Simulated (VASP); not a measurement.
**TiTe2 (pbesol): relaxation of shape and atoms at fixed volume with PBEsol**

The system is TiTe2 (pbesol).

```
CELL_PARAMETERS angstrom
3.59660 0.00000 0.00000
-1.79830 3.11474 0.00000
0.00000 0.00000 6.19350
ATOMIC_POSITIONS crystal
Ti 0.00000 0.00000 0.00000
Te 0.66667 0.33333 0.27594
Te 0.33333 0.66667 0.72406
```

This cell differs from its parent crystal: volume scaled by 0.91.

```json
{
  "Program": "VASP 6.6.1",
  "Task": "relaxation of shape and atoms at fixed volume",
  "Functional": "PBEsol",
  "Potentials or basis": "VASP PAW PBE potentials, release 64 (Ti_sv, Te)",
  "Cutoff": "600 eV",
  "k mesh": "15 × 15 × 8",
  "Occupations": "gaussian, width 0.1 eV",
  "Spin": "no spin polarisation",
  "Dipole correction": "no",
  "Further INCAR settings": "ALGO = Normal; EDIFF = 1e-06; IBRION = 2; EDIFFG = -0.01; NSW = 50; ISIF = 4"
}
```

```
Energy gained by relaxing    : 2.3 meV/atom
Ionic steps                  : 5
Pressure after relaxing      : 4.9 GPa
Largest force after relaxing : 0.003 eV/Å
Band gap on the k mesh       : zero (band 12 reaches 9.11 eV, above the bottom of band 13 at 8.22 eV)
```

Forces on the atoms (eV/Å):
```
Ti   0.000  0.000  0.000
Te   0.000  0.000  0.003
Te   0.000  0.000 -0.003
```

The path:
```tsv
step	energy change (eV)	largest force (eV/Å)	pressure (GPa)	volume (Å³)
1	0.0000	0.2976	5.75	69.38
2	-0.0059	0.1041	5.24	69.38
3	-0.0066	0.0144	4.96	69.38
4	-0.0069	0.0088	4.93	69.38
5	-0.0070	0.0030	4.91	69.38
```

Final structure:
```
CELL_PARAMETERS angstrom
3.59848 0.00000 0.00000
-1.79924 3.11637 0.00000
0.00000 0.00000 6.18703
ATOMIC_POSITIONS crystal
Ti 0.00000 0.00000 0.00000
Te 0.66667 0.33333 0.27978
Te 0.33333 0.66667 0.72022
```

Levels at points of the mesh, in eV from the Fermi level:
| k point | band 10 | band 11 | band 12 | band 13 | band 14 | band 15 |
| --- | --- | --- | --- | --- | --- | --- |
| (0.00, 0.00, 0.00) | 0.11 | 0.50 | 0.50 | 1.05 | 1.56 | 1.56 |
| (0.00, 0.00, 0.50) | -1.46 | 0.47 | 0.47 | 0.94 | 0.94 | 1.26 |

Run time: 12 min on 1 thread of Oxide Virtual Turin-like Processor, with other jobs on the host, peak memory 0.38 GiB.

Caveat: the cell differs from its parent crystal (volume scaled by 0.91); the PAW data sets were made with another functional, which shifts forces and pressure a little; spin-orbit coupling is left out, which moves the levels of the heavy elements.
